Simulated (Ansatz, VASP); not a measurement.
## Ag: VASP beside Ansatz

```xyz
2
Lattice="-1.6557 1.6557 1.6557 1.6557 -1.6557 1.6557 3.3113 3.3113 0.0000" Properties=species:S:1:pos:R:3 pbc="T T T"
Ag    0.1061   -0.1061    0.0000
Ag    1.5496    1.7617    1.6557
```

Change from the starting cell: mode 1 (-25.7 1/cm) frozen in, largest displacement +0.150 Å.

Alike in both runs: task single point; functional r2SCAN; k mesh 18 × 18 × 10; occupations gaussian, width 0.15 eV; no spin polarisation.

|  | VASP | Ansatz |
| --- | --- | --- |
| version | VASP 6.6.1 | Ansatz 0.2.0 |
| potentials or method | VASP PAW PBE potentials, release 64 (Ag), cutoff 520 eV | scalar-relativistic, plane waves, PAW |
| valence electrons in the cell | 22 | 38 |

```csv
,VASP,Ansatz,Ansatz less VASP
gap on the k mesh at the Fermi level (eV),none,none,-
pressure (GPa),-3.5,-3.6,-0.09
"traceless stress, the component that is largest in VASP (GPa)",-0.52,-0.51,+0.005
rms of the force components (eV/Å),0.011,0.010,-0.0007
```

VASP's potentials were made for PBE, not for r2SCAN. Atom by atom the forces differ by 0.001 eV/Å (rms over components). A gap of «none» marks a metal or a gap that the smearing closes. VASP's potentials hold 22 valence electrons a cell and Ansatz's 38, so a difference there can come from the potentials and not from the codes.
